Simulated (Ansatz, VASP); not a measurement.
SrFeO4 in VASP and in Ansatz

The input INCAR:

```
PREC     = Accurate       # precision mode
ENCUT    = 600            # plane-wave cutoff, eV
EDIFF    = 1E-6           # SCF threshold, eV
ISMEAR   = 0              # smearing method
SIGMA    = 0.1            # smearing width, eV
LREAL    = F              # projectors in reciprocal space
LASPH    = T              # aspherical terms in the spheres
NELM     = 150            # most SCF steps
ALGO     = Normal         # electronic algorithm
ISIF     = 3              # what is computed and relaxed
LWAVE    = F              # write WAVECAR
LCHARG   = F              # write CHGCAR
ISPIN    = 2              # spin polarisation
MAGMOM   = 0 4 0 0 0 0    # initial moments
LORBIT   = 11             # projections on sites
LMAXMIX  = 4              # l up to which the mixer works
GGA      = PE             # functional
IBRION   = 2              # ionic algorithm
NSW      = 90             # ionic steps
EDIFFG   = -0.04          # ionic threshold
```

The input KPOINTS:

```
regular mesh
0
Gamma
  6 6 4
```

Contents of POSCAR:

```
SrFeO4
1.0
    4.7532876000      0.0000000000      0.0000000000
   -2.3766438000      4.1164678200      0.0000000000
    0.0000000000      0.0000000000      3.8979764000
Sr Fe O
1 1 4
Direct
    0.0000000000      0.0000000000      0.0000000000
    0.3333333300      0.6666666700      0.0000000000
    0.6666666700      0.3333333300      0.0000000000
    0.4989508400      0.9979016800      0.5000000000
    0.0020983200      0.5010491600      0.5000000000
    0.4989508400      0.5010491600      0.5000000000
```

Input for Ansatz:

```yaml
crystal:
  lattice:
    - [4.7532876, 0.0, 0.0]
    - [-2.3766438, 4.11646782, 0.0]
    - [0.0, 0.0, 3.8979764]
  atoms:
    - { symbol: Sr, position: [0.0, 0.0, 0.0] }
    - { symbol: Fe, position: [0.33333333, 0.66666667, 0.0], spin: 4.0 }
    - { symbol: O, position: [0.66666667, 0.33333333, 0.0] }
    - { symbol: O, position: [0.49895084, 0.99790168, 0.5] }
    - { symbol: O, position: [0.00209832, 0.50104916, 0.5] }
    - { symbol: O, position: [0.49895084, 0.50104916, 0.5] }
basis:
  ecutwfc: 420
kpoints:
  mp_grid: { grid: [6, 6, 4] }
hamiltonian:
  xc: pbe
scf:
  occupations: { method: gaussian, width: 0.1 }
  lower_state_search: "off"
output:
  forces: true
  stress: true
  eigenvalues: true
  populations: true
magnetization:
  spin_polarized: true
relax:
  adjacent_minimum: "off"
  f_tol: 0.04
  max_steps: 70
  cell: { stress_tol: 0.4 }
```

Change from the starting cell: species swapped into the HoCu4Ni type (P-6m2, No. 187).

Alike in both runs: task relaxation of cell and atoms; functional PBE; k mesh 6 × 6 × 4; occupations gaussian, width 0.1 eV; collinear spin.

|  | VASP | Ansatz |
| --- | --- | --- |
| version | VASP 6.6.1 | Ansatz 0.2.0 |
| potentials or method | VASP PAW PBE potentials, release 64 (Sr_sv, Fe, O), cutoff 600 eV | scalar-relativistic, plane waves, PAW |
| valence electrons in the cell | 42 | 50 |

```csv
,VASP,Ansatz,Ansatz less VASP
"gap on the k mesh at the Fermi level, each at its own relaxed structure (eV)",none,none,-
net moment per atom (μB),0.22,0.22,+0.001
size of the moment on the site where the two differ most (μB),2.60,2.44,-0.166
relaxed volume (Å³/atom),11.74,11.73,-0.013
relaxed cell length with the largest relative difference (Å),2.882,2.871,-0.0110
```

Site moments also hang on the region over which each program counts them. A gap of «none» marks a metal or a gap that the smearing closes. VASP's potentials hold 42 valence electrons a cell and Ansatz's 50, so a difference there can come from the potentials and not from the codes.

The k mesh is coarse, so the values compare programs but aren't converged.
